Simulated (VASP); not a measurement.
# Ir (Fm-3m) in VASP: further runs

The runs below take Ir through single point, with PBE.

Program: VASP 6.6.1. These are calculated values, not measurements. Logs are shortened: lines on timing, memory, paths and dates and some standing lists are left out, and cuts for length are marked.

### Step 1. The cell of the first run

The structure is cubic, space group Fm-3m (No. 225). The conventional cell has a = 3.831 Å, b = 3.831 Å, c = 3.831 Å, α = 90.00°, β = 90.00°, γ = 90.00°. Within 3.6 Å of Ir (site symmetry m-3m) lie 12 Ir at 2.71 Å.

### Step 2. Single point, PBE

The input, INCAR:

```
ALGO = Normal ; EDIFF = 1E-6
ENCUT = 520 ; GGA = PE
ISIF = 2 ; ISMEAR = -1
LASPH = T ; LCHARG = F
LREAL = F ; LWAVE = F
NBANDS = 10 ; NELM = 80
PREC = Accurate ; SIGMA = 0.2
```

The input, KPOINTS:

```
k-points
0
Gamma
  13 13 13
```

The input, POSCAR:

```
Ir
1.0
    0.0000000000      1.9156000000      1.9156000000
    1.9156000000      0.0000000000      1.9156000000
    1.9156000000      1.9156000000      0.0000000000
Ir
1
Direct
    0.0000000000      0.0000000000      0.0000000000
```

Potentials or basis: VASP PAW PBE potentials, release 64 (Ir).

On the command line:

```
$ cat potpaw_PBE.64/Ir/POTCAR > POTCAR
$ mpirun -np 1 vasp_std > vasp.out
```

OUTCAR:

```text
EDIFF = 1E-6
   ENCUT = 520
   GGA = PE
   ISIF = 2
   ISMEAR = -1
   LASPH = T
   LREAL = F
   NELM = 80
   PREC = Accurate

 ion  position               nearest neighbor table
   1  0.000  0.000  0.000-

  LATTYP: Found a face centered cubic cell.
 ALAT       =     3.8312000000

  Lattice vectors:

 A1 = (   0.0000000000,   1.9156000000,   1.9156000000)
 A2 = (   1.9156000000,   0.0000000000,   1.9156000000)
 A3 = (   1.9156000000,   1.9156000000,   0.0000000000)

Analysis of symmetry for initial positions (statically):
=====================================================================
 Subroutine PRICEL returns:
 Original cell was already a primitive cell.

 Routine SETGRP: Setting up the symmetry group for a
 face centered cubic supercell.

 Subroutine GETGRP returns: Found 48 space group operations
 (whereof 48 operations were pure point group operations)
 out of a pool of 48 trial point group operations.

The static configuration has the point symmetry O_h .

Analysis of symmetry for dynamics (positions and initial velocities):
=====================================================================
 Subroutine PRICEL returns:
 Original cell was already a primitive cell.

 Routine SETGRP: Setting up the symmetry group for a
 face centered cubic supercell.

 Subroutine GETGRP returns: Found 48 space group operations
 (whereof 48 operations were pure point group operations)
 out of a pool of 48 trial point group operations.

The dynamic configuration has the point symmetry O_h .

 Subroutine INISYM returns: Found 48 space group operations
 (whereof 48 operations are pure point group operations),
 and found     1 'primitive' translations

----------------------------------------------------------------------------------------

                                     Primitive cell

  volume of cell :      14.0587

  direct lattice vectors                    reciprocal lattice vectors
     0.000000000  1.915600000  1.915600000    -0.261014826  0.261014826  0.261014826
     1.915600000  0.000000000  1.915600000     0.261014826 -0.261014826  0.261014826
     1.915600000  1.915600000  0.000000000     0.261014826  0.261014826 -0.261014826

  length of vectors
     2.709067500  2.709067500  2.709067500     0.452090940  0.452090940  0.452090940

  position of ions in fractional coordinates (direct lattice)
     0.000000000  0.000000000  0.000000000

  ion indices of the primitive-cell ions
   primitive index   ion index
                 1           1

----------------------------------------------------------------------------------------

 KPOINTS: k-points

Automatic generation of k-mesh.
 Grid dimensions read from file:
 generate k-points for:   13   13   13

 Generating k-lattice:

  Cartesian coordinates                     Fractional coordinates (reciprocal lattice)
    -0.020078064  0.020078064  0.020078064     0.076923077  0.000000000  0.000000000
     0.020078064 -0.020078064  0.020078064     0.000000000  0.076923077  0.000000000
     0.020078064  0.020078064 -0.020078064     0.000000000  0.000000000  0.076923077

  Length of vectors
     0.034776226  0.034776226  0.034776226

  Shift w.r.t. Gamma in fractional coordinates (k-lattice)
     0.000000000  0.000000000  0.000000000

 Subroutine IBZKPT returns following result:
 ===========================================

 Found     84 irreducible k-points:

 Following reciprocal coordinates:
            Coordinates               Weight
  0.000000  0.000000  0.000000      1.000000
  0.076923  0.000000  0.000000      8.000000
  0.153846  0.000000  0.000000      8.000000
  0.230769  0.000000  0.000000      8.000000
  0.307692  0.000000  0.000000      8.000000
  0.384615  0.000000  0.000000      8.000000
[... 16 lines left out ...]
  0.384615  0.153846  0.000000     24.000000
  0.461538  0.153846  0.000000     24.000000
 [... further k-points ...]
   k-points           NKPTS =     84   k-points in BZ     NKDIM =     84   number of bands    NBANDS=     10
   number of dos      NEDOS =    301   number of ions     NIONS =      1
   total plane-waves  NPLWV =   8000
   dimension x,y,z NGX =    20 NGY =   20 NGZ =   20
   dimension x,y,z NGXF=    40 NGYF=   40 NGZF=   40
   ions per type =               1
   NGX,Y,Z   is equivalent  to a cutoff of  12.27, 12.27, 12.27 a.u.
   NGXF,Y,Z  is equivalent  to a cutoff of  24.55, 24.55, 24.55 a.u.
 SYSTEM =  unknown system
   PREC   = accura    normal or accurate (medium, high low for compatibility)
   ISTART =      0    job   : 0-new  1-cont  2-samecut
   ICHARG =      2    charge: 1-file 2-atom 10-const
   ISPIN  =      1    spin polarized calculation?
   LNONCOLLINEAR =      F non collinear calculations
   LSORBIT =      F    spin-orbit coupling
   LASPH  =      T    aspherical Exc in radial PAW
   ENCUT  =  520.0 eV  38.22 Ry    6.18 a.u.   5.04  5.04  5.04*2*pi/ulx,y,z
   NELM   =     80;   NELMIN=  2; NELMDL= -5     # of ELM steps
   EDIFF  = 0.1E-05   stopping-criterion for ELM
   LREAL  =      F    real-space projection
   EDIFFG = 0.1E-04   stopping-criterion for IOM
   NSW    =      0    number of steps for IOM
   IBRION =     -1    ionic relax: 0-MD 1-quasi-New 2-CG
   NFREE  =      0    steps in history (QN), initial steepest desc. (CG)
   ISIF   =      2    stress and relaxation
   ISYM   =      2    0-nonsym 1-usesym 2-fastsym
   POTIM  = 0.5000    time-step for ionic-motion
   TEBEG  =    0.0;   TEEND  =   0.0 temperature during run
   PSTRESS=    0.0 pullay stress
   NELECT =       9.0000    total number of electrons
   NUPDOWN=      -1.0000    fix difference up-down
   EMIN   =  10.00;   EMAX   =-10.00  energy-range for DOS
   EFERMI =   0.00;   METHOD = LEGACY
   ISMEAR =    -1;   SIGMA  =   0.20  broadening in eV -4-tet -1-fermi 0-gaus
   EFERMI_NEDOS =   21; number of points for ismear=-14 and -15
   IALGO  =     38    algorithm
   IMIX   =      4    mixing-type and parameters
     AMIX     =   0.40;   BMIX     =  1.00
     AMIX_MAG =   1.60;   BMIX_MAG =  1.00
  volume/ion in A,a.u.               =      14.06        94.87
  Fermi-wavevector in a.u.,A,eV,Ry     =   1.410937  2.666284 27.085691  1.990742
  Thomas-Fermi vector in A             =   2.532839
   LORBIT       =      0    0 simple, 1 ext, 2 COOP (PROOUT), +10 PAW based schemes
   GGA     = PE    functional components
   LHFCALC =     F    Hartree Fock is set to
   AEXX    =    0.0000 exact exchange contribution
   IVDW    =     0    specifies the selected vdW correction
   LEPSILON=     F    determine dielectric tensor
   LRPA    =     F    only Hartree local field effects (RPA)
 non-spin polarized calculation
  energy-cutoff  :      520.00
  volume of cell :       14.06
 maximum number of plane-waves:       388
   NGX =  9   NGY =  9   NGZ =  9

 number of electron       9.0000000 magnetization

 Free energy of the ion-electron system (eV)
  ---------------------------------------------------
  ext. energy  EPLUGINS =         0.00000000
  ---------------------------------------------------
  free energy    TOTEN  =        -8.89336928 eV

  energy without entropy =       -8.76379375  energy(sigma->0) =       -8.82858151

 E-fermi :  10.5059     XC(G=0): -14.0246

 val. band max:       10.4956250639   @ k =  -0.3077   0.3077   0.0769
 cond. band min:      10.5085066699   @ k =  -0.4615   0.4615   0.0000
 fundamental gap:      0.0128816060
 Fermi energy:        10.5059271088

 k-point     1 :       0.0000    0.0000    0.0000
  band No.  band energies     occupation
      1      -0.6715      2.00000
      2       6.5994      2.00000
      3       6.5994      2.00000
      4       6.5994      2.00000
      5       9.3158      1.99481
      6       9.3158      1.99481
      7      24.8278      0.00000
      8      30.4511      0.00000
      9      30.4511      0.00000
     10      30.4511      0.00000

 k-point     2 :       0.0769    0.0000    0.0000
  band No.  band energies     occupation
      1      -0.4080      2.00000
      2       6.4605      2.00000
      3       6.7123      2.00000
      4       6.7123      2.00000
      5       9.2443      1.99636
      6       9.2443      1.99636
      7      25.2816      0.00000
      8      29.1730      0.00000
      9      30.8866      0.00000
     10      30.8866      0.00000

 k-point     3 :       0.1538    0.0000    0.0000
  band No.  band energies     occupation
      1       0.3265      2.00000
      2       6.1606      2.00000
      3       6.9603      2.00000
      4       6.9603      2.00000
      5       9.1514      1.99771
      6       9.1514      1.99771
      7      26.3637      0.00000
      8      27.0966      0.00000
      9      32.1162      0.00000
     10      32.1162      0.00000

 k-point     4 :       0.2308    0.0000    0.0000
  band No.  band energies     occupation
      1       1.3132      2.00000
      2       6.0307      2.00000
      3       7.0668      2.00000
      4       7.0668      2.00000
      5       9.3677      1.99327
      6       9.3677      1.99327
      7      24.8626      0.00000
      8      27.3595      0.00000
      9      33.8772      0.00000
     10      33.8772      0.00000
[... 222 lines left out ...]
 k-point    22 :       0.3077    0.1538    0.0000
  band No.  band energies     occupation
      1       2.3945      2.00000
      2       5.1530      2.00000
      3       6.8232      2.00000
      4       7.8159      2.00000
      5       9.4146      1.99150
      6      10.4685      1.09332
      7      24.9814      0.00000
      8      28.3171      0.00000
      9      30.1621      0.00000
     10      31.4548      0.00000

 k-point    23 :       0.3846    0.1538    0.0000
  band No.  band energies     occupation
      1       2.9797      2.00000
      2       5.6238      2.00000
      3       6.3872      2.00000
      4       7.6370      2.00000
      5      10.9123      0.23181
      6      11.1156      0.09056
      7      22.1356      0.00000
      8      27.0421      0.00000
      9      29.4626      0.00000
     10      31.5727      0.00000

 k-point    24 :       0.4615    0.1538    0.0000
  band No.  band energies     occupation
      1       3.1142      2.00000
      2       5.8496      2.00000
      3       6.9045      2.00000
      4       7.3984      2.00000
      5      11.5076      0.01328
      6      12.6947      0.00004
      7      19.2392      0.00000
      8      26.1367      0.00000
      9      29.0329      0.00000
     10      30.2868      0.00000

 [... further k-points ...]
[... 5 lines left out ...]
  --------------------------------------------------------------------------------------
  -------------------------------------------------------------------------------------
  Total        1.1897124      1.1897124      1.1897124      0.0000000      0.0000000     -0.0000000
  in kB      135.5838916    135.5838916    135.5838916      0.0000000      0.0000000     -0.0000000
  external PRESSURE =     135.5838916 kB  Pullay stress =       0.0000000 kB

 VOLUME and BASIS-vectors are now :
 -----------------------------------------------------------------------------
  energy-cutoff  :      520.00
  volume of cell :       14.06
      direct lattice vectors                 reciprocal lattice vectors
     0.000000000  1.915600000  1.915600000    -0.261014826  0.261014826  0.261014826
     1.915600000  0.000000000  1.915600000     0.261014826 -0.261014826  0.261014826
     1.915600000  1.915600000  0.000000000     0.261014826  0.261014826 -0.261014826

 POSITION                                       TOTAL-FORCE (eV/Angst)
 -----------------------------------------------------------------------------------
      0.00000      0.00000      0.00000         0.000000      0.000000      0.000000
 -----------------------------------------------------------------------------------
    total drift:                                0.000000     -0.000000     -0.000000

  FREE ENERGIE OF THE ION-ELECTRON SYSTEM (eV)
  ---------------------------------------------------
  free  energy   TOTEN  =        -8.8933692757 eV

  energy  without entropy=       -8.7637937519  energy(sigma->0) =       -8.82858151
```

Run time: 16 s. Hardware: 1 thread of Intel Xeon 6975P-C, shared host; peak memory 0.13 GiB.

Results:

| Quantity | Value |
| --- | --- |
| Free energy | -8.8934 eV |
| Pressure | 13.6 GPa |

Caveat: spin-orbit coupling is left out, which moves the levels of the heavy elements.

### Step 3. Single point, PBE

The input, INCAR:

```
SYSTEM = Ir
  PREC = Accurate
  ENCUT = 520
  EDIFF = 1E-7
  ISMEAR = -1
  SIGMA = 0.1
  LREAL = .False.
  LASPH = .True.
  NELM = 60
  ALGO = Normal
  ISIF = 2
  LWAVE = .False.
  LCHARG = .False.
  GGA = PE
  NBANDS = 10
```

The input, KPOINTS:

```
regular mesh
0
Gamma
  13 13 13
  0 0 0
```

POSCAR is that of step 2.

Potentials or basis: VASP PAW PBE potentials, release 64 (Ir).

On the command line:

```
$ cat potpaw_PBE.64/Ir/POTCAR > POTCAR
$ mpirun -np 1 vasp_std > vasp.out
```

Run time: 19 s. Hardware: 1 thread of Intel Xeon 6975P-C, shared host; peak memory 0.14 GiB.

Results (log left out):

| Quantity | Value |
| --- | --- |
| Free energy | -8.8434 eV |
| Pressure | 12.7 GPa |

Levels at points of the mesh, in eV from the Fermi level:
| k point | band 1 | band 2 | band 3 | band 4 | band 5 | band 6 | band 7 | band 8 | band 9 |
| --- | --- | --- | --- | --- | --- | --- | --- | --- | --- |
| (0.00, 0.00, 0.00) | -11.20 | -3.94 | -3.94 | -3.94 | -1.22 | -1.22 | 14.29 | 19.92 | 19.92 |

Caveat: spin-orbit coupling is left out, which moves the levels of the heavy elements.
